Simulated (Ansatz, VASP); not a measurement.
One calculation of BN, two programs

INCAR

```
SYSTEM = BN
  PREC = Accurate
  ENCUT = 520
  EDIFF = 1E-7
  ISMEAR = 0
  SIGMA = 0.01
  LREAL = .FALSE.
  LASPH = .TRUE.
  NELM = 80
  ALGO = Normal
  ISIF = 2
  LWAVE = .FALSE.
  LCHARG = .FALSE.
  GGA = PE
  NBANDS = 11
```

File KPOINTS:

```
regular mesh
0
G
  10 10 10
  0 0 0
```

Contents of POSCAR:

```
BN
1.0
    0.0000000000      1.8123498001      1.8123498001
    1.8123498001      0.0000000000      1.8123498001
    1.8123498001      1.8123498001      0.0000000000
B N
1 1
Direct
    0.0000000000      0.0000000000      0.0000000000
    0.2500000000      0.2500000000      0.2500000000
```

Input for Ansatz:

```yaml
crystal:
  lattice:
    - [0.0, 1.8123498001, 1.8123498001]
    - [1.8123498001, 0.0, 1.8123498001]
    - [1.8123498001, 1.8123498001, 0.0]
  atoms:
    - { symbol: B, position: [0.0, 0.0, 0.0] }
    - { symbol: "N", position: [0.25, 0.25, 0.25] }
kpoints:
  mp_grid: { grid: [10, 10, 10] }
hamiltonian:
  xc: pbe
scf:
  occupations: { method: fixed }
  n_extra_bands: 4
output:
  forces: true
  stress: true
  eigenvalues: true
```

Alike in both runs: task single point; functional PBE; k mesh 10 × 10 × 10; no spin polarisation.

```csv
,VASP,Ansatz
version,VASP 6.6.1,Ansatz 0.2.0
potentials or method,"VASP PAW PBE potentials, release 64 (B, N)","plane waves, PAW"
plane-wave cutoff (eV),520,420
occupations,"gaussian, width 0.01 eV",fixed
valence electrons in the cell,8,8
```

```tsv
	VASP	Ansatz	Ansatz less VASP
gap on the k mesh at the Fermi level (eV)	4.45	4.46	+0.012
pressure (GPa)	0.2	0.0	-0.23
```
